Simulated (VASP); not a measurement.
# Zn5S6 in VASP: relaxation of the atoms with PBEsol

Aim: the relaxation of the atoms of Zn5S6 with PBEsol.

All numbers are computed with VASP 6.6.1; they aren't measurements. Logs are shortened: lines on timing, memory, paths and dates and some standing lists are left out, and cuts for length are marked.

**1. The cell of the first run**

The cell holds a slab with vacuum, 11 atoms: a = 3.788 Å, b = 3.788 Å, c = 28.391 Å, α = 90.00°, β = 90.00°, γ = 90.00°.

**2. Relaxation of the atoms, PBEsol**

Contents of INCAR:

```
SYSTEM = Zn5S6
  PREC = Accurate
  ENCUT = 520
  EDIFF = 1E-6
  ISMEAR = 0
  SIGMA = 0.05
  LREAL = .False.
  LASPH = .True.
  NELM = 60
  ALGO = Normal
  ISIF = 2
  LWAVE = .False.
  LCHARG = .False.
  LDIPOL = .True.
  IDIPOL = 3
  DIPOL = 0.5 0.5 0.500
  GGA = PS
  IBRION = 2
  NSW = 80
  EDIFFG = -0.02
  KPAR = 2
```

Contents of KPOINTS:

```
regular mesh
0
Gamma
  7 7 1
  0 0 0
```

Contents of POSCAR:

```
Zn5S6
1.0
    3.7876303068      0.0000000000      0.0000000000
    0.0000000000      3.7876303068      0.0000000000
    0.0000000000      0.0000000000     28.3912953727
S Zn
6 5
Direct
    0.0000000000      0.5000000000      0.2641654740
    0.5000000000      0.0000000000      0.3584992844
    0.0000000000      0.5000000000      0.4528330948
    0.5000000000      0.0000000000      0.5471669052
    0.0000000000      0.5000000000      0.6415007156
    0.5000000000      0.0000000000      0.7358345260
    0.5000000000      0.5000000000      0.3113323792
    0.0000000000      0.0000000000      0.4056661896
    0.5000000000      0.5000000000      0.5000000000
    0.0000000000      0.0000000000      0.5943338104
    0.5000000000      0.5000000000      0.6886676208
```

Potentials or basis: VASP PAW PBE potentials, release 64 (S, Zn).

Run with:

```
$ cat potpaw_PBE.64/S/POTCAR potpaw_PBE.64/Zn/POTCAR > POTCAR
$ mpirun -np 2 vasp_std > vasp.out
```

OUTCAR:

```text
SYSTEM = Zn5S6
   PREC = Accurate
   ENCUT = 520
   EDIFF = 1E-6
   ISMEAR = 0
   LREAL = .False.
   LASPH = .True.
   NELM = 60
   ISIF = 2
   GGA = PS
   IBRION = 2
   NSW = 80
   EDIFFG = -0.02

 ion  position               nearest neighbor table
   1  0.000  0.500  0.264-   7 2.32   7 2.32
   2  0.500  0.000  0.358-   7 2.32   7 2.32   8 2.32   8 2.32
   3  0.000  0.500  0.453-   8 2.32   9 2.32   8 2.32   9 2.32
   4  0.500  0.000  0.547-   9 2.32  10 2.32   9 2.32  10 2.32
   5  0.000  0.500  0.642-  11 2.32  11 2.32  10 2.32  10 2.32
   6  0.500  0.000  0.736-  11 2.32  11 2.32
   7  0.500  0.500  0.311-   2 2.32   2 2.32   1 2.32   1 2.32
   8  0.000  0.000  0.406-   2 2.32   3 2.32   3 2.32   2 2.32
   9  0.500  0.500  0.500-   3 2.32   4 2.32   4 2.32   3 2.32
  10  0.000  0.000  0.594-   4 2.32   5 2.32   5 2.32   4 2.32
  11  0.500  0.500  0.689-   5 2.32   5 2.32   6 2.32   6 2.32

  LATTYP: Found a simple tetragonal cell.
 ALAT       =     3.7876303068
 C/A-ratio  =     7.4957936950

  Lattice vectors:

 A1 = (   3.7876303068,   0.0000000000,   0.0000000000)
 A2 = (   0.0000000000,   3.7876303068,   0.0000000000)
 A3 = (   0.0000000000,   0.0000000000,  28.3912953727)

Analysis of symmetry for initial positions (statically):
=====================================================================
 Subroutine PRICEL returns:
 Original cell was already a primitive cell.

 Routine SETGRP: Setting up the symmetry group for a
 simple tetragonal supercell.

 Subroutine GETGRP returns: Found  8 space group operations
 (whereof  8 operations were pure point group operations)
 out of a pool of 16 trial point group operations.

The static configuration has the point symmetry D_2d.

Analysis of symmetry for dynamics (positions and initial velocities):
=====================================================================
 Subroutine PRICEL returns:
 Original cell was already a primitive cell.

 Routine SETGRP: Setting up the symmetry group for a
 simple tetragonal supercell.

 Subroutine GETGRP returns: Found  8 space group operations
 (whereof  8 operations were pure point group operations)
 out of a pool of 16 trial point group operations.

The dynamic configuration has the point symmetry D_2d.

 Subroutine INISYM returns: Found  8 space group operations
 (whereof  8 operations are pure point group operations),
 and found     1 'primitive' translations

----------------------------------------------------------------------------------------

                                     Primitive cell

  volume of cell :     407.3056

  direct lattice vectors                    reciprocal lattice vectors
     3.787630307  0.000000000  0.000000000     0.264017319  0.000000000  0.000000000
     0.000000000  3.787630307  0.000000000     0.000000000  0.264017319  0.000000000
     0.000000000  0.000000000 28.391295373     0.000000000  0.000000000  0.035222063

  length of vectors
     3.787630307  3.787630307 28.391295373     0.264017319  0.264017319  0.035222063

  position of ions in fractional coordinates (direct lattice)
     0.000000000  0.500000000  0.264165474
     0.500000000  0.000000000  0.358499284
     0.000000000  0.500000000  0.452833095
     0.500000000  0.000000000  0.547166905
     0.000000000  0.500000000  0.641500716
     0.500000000  0.000000000  0.735834526
     0.500000000  0.500000000  0.311332379
     0.000000000  0.000000000  0.405666190
     0.500000000  0.500000000  0.500000000
     0.000000000  0.000000000  0.594333810
     0.500000000  0.500000000  0.688667621

  ion indices of the primitive-cell ions
   primitive index   ion index
                 1           1
                 2           2
                 3           3
                 4           4
                 5           5
                 6           6
                 7           7
                 8           8
                 9           9
                10          10
                11          11

----------------------------------------------------------------------------------------

 KPOINTS: regular mesh

Automatic generation of k-mesh.
 Grid dimensions read from file:
 generate k-points for:    7    7    1

 Generating k-lattice:

  Cartesian coordinates                     Fractional coordinates (reciprocal lattice)
     0.037716760  0.000000000  0.000000000     0.142857143  0.000000000  0.000000000
     0.000000000  0.037716760  0.000000000     0.000000000  0.142857143  0.000000000
     0.000000000  0.000000000  0.035222063     0.000000000  0.000000000  1.000000000

  Length of vectors
     0.037716760  0.037716760  0.035222063

  Shift w.r.t. Gamma in fractional coordinates (k-lattice)
     0.000000000  0.000000000  0.000000000

 Subroutine IBZKPT returns following result:
 ===========================================

 Found     10 irreducible k-points:

 Following reciprocal coordinates:
            Coordinates               Weight
  0.000000  0.000000  0.000000      1.000000
  0.142857  0.000000  0.000000      4.000000
  0.285714  0.000000  0.000000      4.000000
  0.428571  0.000000  0.000000      4.000000
  0.142857  0.142857  0.000000      4.000000
  0.285714  0.142857  0.000000      8.000000
  0.428571  0.142857  0.000000      8.000000
  0.285714  0.285714  0.000000      4.000000
  0.428571  0.285714  0.000000      8.000000
  0.428571  0.428571  0.000000      4.000000
   k-points           NKPTS =     10   k-points in BZ     NKDIM =     10   number of bands    NBANDS=     57
   number of dos      NEDOS =    301   number of ions     NIONS =     11
   total plane-waves  NPLWV = 169344
   dimension x,y,z NGX =    28 NGY =   28 NGZ =  216
   dimension x,y,z NGXF=    56 NGYF=   56 NGZF=  432
   ions per type =               6   5
   NGX,Y,Z   is equivalent  to a cutoff of  12.29, 12.29, 12.65 a.u.
   NGXF,Y,Z  is equivalent  to a cutoff of  24.58, 24.58, 25.30 a.u.
 SYSTEM =  Zn5S6
   PREC   = accura    normal or accurate (medium, high low for compatibility)
   ISTART =      0    job   : 0-new  1-cont  2-samecut
   ICHARG =      2    charge: 1-file 2-atom 10-const
   ISPIN  =      1    spin polarized calculation?
   LNONCOLLINEAR =      F non collinear calculations
   LSORBIT =      F    spin-orbit coupling
   LASPH  =      T    aspherical Exc in radial PAW
   ENCUT  =  520.0 eV  38.22 Ry    6.18 a.u.   7.04  7.04 52.79*2*pi/ulx,y,z
   NELM   =     60;   NELMIN=  2; NELMDL= -5     # of ELM steps
   EDIFF  = 0.1E-05   stopping-criterion for ELM
   LREAL  =      F    real-space projection
   EDIFFG = -.2E-01   stopping-criterion for IOM
   NSW    =     80    number of steps for IOM
   IBRION =      2    ionic relax: 0-MD 1-quasi-New 2-CG
   NFREE  =      1    steps in history (QN), initial steepest desc. (CG)
   ISIF   =      2    stress and relaxation
   ISYM   =      2    0-nonsym 1-usesym 2-fastsym
   POTIM  = 0.5000    time-step for ionic-motion
   TEBEG  =    0.0;   TEEND  =   0.0 temperature during run
   PSTRESS=    0.0 pullay stress
   NELECT =      96.0000    total number of electrons
   NUPDOWN=      -1.0000    fix difference up-down
   EMIN   =  10.00;   EMAX   =-10.00  energy-range for DOS
   EFERMI =   0.00;   METHOD = LEGACY
   ISMEAR =     0;   SIGMA  =   0.05  broadening in eV -4-tet -1-fermi 0-gaus
   EFERMI_NEDOS =   21; number of points for ismear=-14 and -15
   IALGO  =     38    algorithm
   IMIX   =      4    mixing-type and parameters
     AMIX     =   0.40;   BMIX     =  1.00
     AMIX_MAG =   1.60;   BMIX_MAG =  1.00
  volume/ion in A,a.u.               =      37.03       249.88
  Fermi-wavevector in a.u.,A,eV,Ry     =   1.011250  1.910985 13.913674  1.022626
  Thomas-Fermi vector in A             =   2.144288
   LORBIT       =      0    0 simple, 1 ext, 2 COOP (PROOUT), +10 PAW based schemes
   GGA     = PS    functional components
   LHFCALC =     F    Hartree Fock is set to
   AEXX    =    0.0000 exact exchange contribution
   IVDW    =     0    specifies the selected vdW correction
   LEPSILON=     F    determine dielectric tensor
   LRPA    =     F    only Hartree local field effects (RPA)
 conjugate gradient relaxation of ions
 non-spin polarized calculation
 Gauss-broadening in eV      SIGMA  =   0.05
  energy-cutoff  :      520.00
  volume of cell :      407.31
 maximum number of plane-waves:     11003
   NGX = 15   NGY = 15   NGZ =105

--------------------------------------- Ionic step        1  -------------------------------------------

 number of electron      96.0000033 magnetization

 Free energy of the ion-electron system (eV)
  ---------------------------------------------------
  ext. energy  EPLUGINS =         0.00000000
  ---------------------------------------------------
  free energy    TOTEN  =       -39.42872372 eV

  energy without entropy =      -39.42559132  energy(sigma->0) =      -39.42715752

------------------------ aborting loop because EDIFF is reached ----------------------------------------

  FORCE on cell =-STRESS in cart. coord.  units (eV):
  Direction    XX          YY          ZZ          XY          YZ          ZX
  --------------------------------------------------------------------------------------
  -------------------------------------------------------------------------------------
  Total       -3.4232834     -3.4232834     -0.3291451      0.0000000      0.0000000      0.0000000
  in kB      -13.4658282    -13.4658282     -1.2947252      0.0000000      0.0000000      0.0000000
  external PRESSURE =      -9.4087938 kB  Pullay stress =       0.0000000 kB
[... 296 lines left out ...]
  FREE ENERGIE OF THE ION-ELECTRON SYSTEM (eV)
  ---------------------------------------------------
  free  energy   TOTEN  =       -39.4744768729 eV

  energy  without entropy=      -39.4675286882  energy(sigma->0) =      -39.47100278

 dipolmoment           0.000000      0.000000      0.000000 electrons x Angstroem

--------------------------------------- Ionic step        8  -------------------------------------------

 number of electron      96.0000042 magnetization

 dipolmoment           0.000000      0.000000     -0.000000 electrons x Angstroem

 Free energy of the ion-electron system (eV)
  ---------------------------------------------------
  ext. energy  EPLUGINS =         0.00000000
  ---------------------------------------------------
  free energy    TOTEN  =       -39.47457582 eV

  energy without entropy =      -39.46762817  energy(sigma->0) =      -39.47110199

 E-fermi :  -2.2607     XC(G=0):  -5.7113

 val. band max:       -2.2655598860   @ k =   0.1429   0.0000   0.0000
 cond. band min:      -2.2595695676   @ k =   0.1429   0.0000   0.0000
 fundamental gap:      0.0059903185
 Fermi energy:        -2.2606639991

 k-point     1 :       0.0000    0.0000    0.0000
  band No.  band energies     occupation
      1     -15.5495      2.00000
      2     -15.1775      2.00000
      3     -14.7802      2.00000
      4     -14.4828      2.00000
      5     -13.6435      2.00000
      6     -13.6347      2.00000
[... 589 lines left out ...]
     56       3.1443      0.00000
     57       3.2901      0.00000

------------------------ aborting loop because EDIFF is reached ----------------------------------------

 vacuum level on the upper side and lower side of the slab       (xc-potential included)        -0.058        -0.058

  FORCE on cell =-STRESS in cart. coord.  units (eV):
  Direction    XX          YY          ZZ          XY          YZ          ZX
  --------------------------------------------------------------------------------------
  -------------------------------------------------------------------------------------
  Total       -2.7289441     -2.7289441     -0.0237030      0.0000000     -0.0000000      0.0000000
  in kB      -10.7345749    -10.7345749     -0.0932380      0.0000000     -0.0000000      0.0000000
  external PRESSURE =      -7.1874626 kB  Pullay stress =       0.0000000 kB

 VOLUME and BASIS-vectors are now :
 -----------------------------------------------------------------------------
  energy-cutoff  :      520.00
  volume of cell :      407.31
      direct lattice vectors                 reciprocal lattice vectors
     3.787630307  0.000000000  0.000000000     0.264017319  0.000000000  0.000000000
     0.000000000  3.787630307  0.000000000     0.000000000  0.264017319  0.000000000
     0.000000000  0.000000000 28.391295373     0.000000000  0.000000000  0.035222063
[... 17 lines left out ...]
  FREE ENERGIE OF THE ION-ELECTRON SYSTEM (eV)
  ---------------------------------------------------
  free  energy   TOTEN  =       -39.4745758172 eV

  energy  without entropy=      -39.4676281661  energy(sigma->0) =      -39.47110199

 reached required accuracy - stopping structural energy minimisation

 vacuum level on the upper side and lower side of the slab         4.768         4.768
```

It took 7.9 min on 2 MPI ranks of Intel Xeon Platinum 8488C (Sapphire Rapids), shared host; peak memory 0.53 GiB.

What came out:

```yaml
Free_energy: -39.4746 eV
Energy_gained_by_relaxing: 4.2 meV/atom
Ionic_steps: 8
Largest_force_after_relaxing: 0.014 eV/Å
Band_gap_on_the_k_mesh: zero (bands 48 and 49 overlap by 1.26 eV)
```

Forces on the atoms (eV/Å):
```
S    0.000  0.000  0.004
S    0.000  0.000 -0.007
S    0.000  0.000 -0.006
S    0.000  0.000  0.006
S    0.000  0.000  0.007
S    0.000  0.000 -0.004
Zn   0.000  0.000  0.007
Zn   0.000  0.000 -0.014
Zn   0.000  0.000  0.000
Zn   0.000  0.000  0.014
Zn   0.000  0.000 -0.007
```

The path:
| step | energy change (eV) | largest force (eV/Å) | pressure (GPa) |
| --- | --- | --- | --- |
| 1 | 0.0000 | 0.5333 | -0.94 |
| 2 | -0.0351 | 0.2561 | -0.85 |
| 3 | -0.0445 | 0.0846 | -0.77 |
| 4 | -0.0445 | 0.0924 | -0.77 |
| 5 | -0.0456 | 0.0421 | -0.74 |
| 6 | -0.0458 | 0.0218 | -0.72 |
| 7 | -0.0458 | 0.0234 | -0.73 |
| 8 | -0.0459 | 0.0139 | -0.72 |

Final structure:
```
S Zn
1.0
     3.78763    0.00000    0.00000
     0.00000    3.78763    0.00000
     0.00000    0.00000   28.39130
S Zn
6 5
Cartesian
  3.7876 1.8938 7.5348
  1.8938 0.0000 10.1991
  0.0000 1.8938 12.8617
  1.8938 3.7876 15.5296
  0.0000 1.8938 18.1922
  1.8938 0.0000 20.8564
  1.8938 1.8938 8.7876
  0.0000 0.0000 11.5059
  1.8938 1.8938 14.1956
  0.0000 0.0000 16.8854
  1.8938 1.8938 19.6037
```

Levels at points of the mesh, in eV from the Fermi level:
| k point | band 46 | band 47 | band 48 | band 49 | band 50 | band 51 |
| --- | --- | --- | --- | --- | --- | --- |
| (0.00, 0.00, 0.00) | 0.03 | 0.13 | 0.44 | 0.44 | 2.78 | 3.38 |

Caveat: the PAW data sets were made with another functional, which shifts forces and pressure a little.
